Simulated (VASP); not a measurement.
Here is a VASP 6.6.1 calculation.

Contents of INCAR:

```
  PREC = Accurate
  ENCUT = 520
  EDIFF = 1E-8
  ISMEAR = 0
  SIGMA = 0.01
  LREAL = False
  LASPH = True
  NELM = 100
  ALGO = Normal
  ISIF = 2
  LWAVE = False
  LCHARG = True
  GGA = PE
  IBRION = 8
  NSW = 1
  LEPSILON = True
```

KPOINTS

```
Automatic mesh
0
Gamma
  6 6 4
```

File POSCAR:

```
LiGaI2
1.0
    4.4180493480      0.0000000000      0.0000000000
   -2.2090246740      3.8261429706      0.0000000000
    0.0000000000      0.0000000000      7.6058859504
Li Ga I
1 1 2
Direct
    0.0000000000      0.0000000000      0.0000000000
    0.0000000000      0.0000000000      0.5000000000
    0.3333333333      0.6666666667      0.2206220912
    0.6666666667      0.3333333333      0.7793779088
```

Potentials or basis: VASP PAW PBE potentials, release 64 (Li_sv, Ga_d, I).

Run with:

```sh
$ cat potpaw_PBE.64/Li_sv/POTCAR potpaw_PBE.64/Ga_d/POTCAR potpaw_PBE.64/I/POTCAR > POTCAR
$ mpirun -np 1 vasp_std > vasp.out
```

(1) Estimate the electronic dielectric tensor (diagonal).

(2) What does it give for the Born charges (mean of the diagonal)?

(3) What does it give for the highest phonon frequency at Γ, LO-TO splitting left out?

Answers

(1) 5.49, 5.49, 5.90.

(2) Li +1.48; Ga +1.98; I -1.73 e.

(3) 224 cm⁻¹.
